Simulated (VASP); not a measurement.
Input of a VASP 6.6.1 run:

The input INCAR:

```
PREC = Accurate ; ENCUT = 520
EDIFF = 1E-7 ; ISMEAR = -1
SIGMA = 0.02 ; LREAL = False
LASPH = True ; NELM = 100
ALGO = Normal ; ISIF = 2
LWAVE = False ; LCHARG = False
GGA = PE ; NBANDS = 11
```

KPOINTS

```
regular mesh
0
Gamma
  10 10 10
```

Contents of POSCAR:

```
MgO
1.0
    0.0000000000      2.3732858882      2.3732858882
    2.3732858882      0.0000000000      2.3732858882
    2.3732858882      2.3732858882      0.0000000000
Mg O
1 1
Direct
    0.0000000000      0.0000000000      0.0000000000
    0.2500000000      0.2500000000      0.2500000000
```

Potentials or basis: VASP PAW PBE potentials, release 64 (Mg, O).

Run with:

```console
$ cat potpaw_PBE.64/Mg/POTCAR potpaw_PBE.64/O/POTCAR > POTCAR
$ mpirun -np 1 vasp_std > vasp.out
```

(1) Predict the band gap on the k mesh.

(2) What does it give for the pressure?

Answers

(1) 3.01 eV, direct.

(2) -8.7 GPa.

Caveat: the cell differs from its parent crystal (strain +4.0%).
